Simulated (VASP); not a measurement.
BN, 4 atoms in the cell. It takes space group P6_3/mmc (No. 194, hexagonal). The conventional cell has a = 2.481 Å, b = 2.481 Å, c = 6.591 Å, α = 90.00°, β = 90.00°, γ = 120.00°. Within 1.9 Å of N (site symmetry -6m2) lie 3 B at 1.43 Å. Within 1.9 Å of B (site symmetry -6m2) lie 3 N at 1.43 Å. 

```yaml
Program: VASP 6.6.1
Task: single point
Functional: PBE
Potentials_or_basis: VASP PAW PBE potentials, release 64 (N, B)
Cutoff: 520 eV
k_mesh: 12 × 12 × 4
Occupations: fermi-dirac, width 0.05 eV
Spin: no spin polarisation
Dipole_correction: no
Further_INCAR_settings: ALGO = Normal; EDIFF = 1e-06; NBANDS = 16
```

Potentials or basis: VASP PAW PBE potentials, release 64 (N, B).

Run with:

```bash
$ cat potpaw_PBE.64/N/POTCAR potpaw_PBE.64/B/POTCAR > POTCAR
$ mpirun -np 1 vasp_std > vasp.out
```

Hardware: 1 thread of Intel(R) Xeon(R) Platinum 8488C (Sapphire Rapids), with other jobs on the host.

Question: How long does it take, and how much memory?

Answer: Run time: 18 s on 1 thread of Intel(R) Xeon(R) Platinum 8488C (Sapphire Rapids), on a shared host, peak memory 0.15 GiB. Counts: scf iterations 13, k points 57.
